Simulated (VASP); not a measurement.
Here is a VASP 6.6.1 calculation.

Contents of POSCAR:

```
InP
1.0
    0.0000000000      2.9535689347      3.1307830708
    2.9535689347      0.0000000000      3.1307830708
    2.9535689347      2.9535689347      0.0000000000
In P
1 1
Direct
    0.0000000000      0.0000000000      0.0000000000
    0.7500000000      0.7500000000      0.7500000000
```

INCAR.step1

```
SYSTEM = InP
ALGO = Normal
EDIFF = 1E-4
ENCUT = 520
GGA = PE
ISMEAR = 0
LASPH = .True.
LCHARG = .False.
LREAL = .False.
LWAVE = .True.
NBANDS = 16
NELM = 60
PREC = Accurate
SIGMA = 0.05
```

File INCAR.step2:

```
SYSTEM = InP
ALGO = Normal
EDIFF = 1E-6
ENCUT = 520
ISIF = 2
ISMEAR = 0
ISTART = 1
LASPH = .True.
LCHARG = .False.
LMIXTAU = .True.
LREAL = .False.
LWAVE = .False.
METAGGA = R2SCAN
NBANDS = 16
NELM = 60
PREC = Accurate
SIGMA = 0.05
```

The input KPOINTS:

```
k-points
0
Gamma
  8 8 8
  0 0 0
```

Potentials or basis: VASP PAW PBE potentials, release 64 (In_d, P).

The run is started by

```console
$ cat potpaw_PBE.64/In_d/POTCAR potpaw_PBE.64/P/POTCAR > POTCAR
$ cp INCAR.step1 INCAR
$ mpirun -np 1 vasp_std > vasp.out
$ cp INCAR.step2 INCAR
$ mpirun -np 1 vasp_std > vasp.out
```

**Question.** Estimate the band gap on the k mesh.

**Answer.** 0.57 eV, direct.

**Question.** What does it give for the pressure?

**Answer.** -3.6 GPa.

Stress tensor (GPa, compression positive):
```
-2.65  0.00  0.00
 0.00 -2.65  0.00
 0.00  0.00 -5.61
```

Caveat: the cell differs from its parent crystal (strain +0.0600 x Voigt [0, 0, 1, 0, 0, 0]); the PAW data sets were made with another functional, which shifts forces and pressure a little; spin-orbit coupling is left out, which moves the levels of the heavy elements.
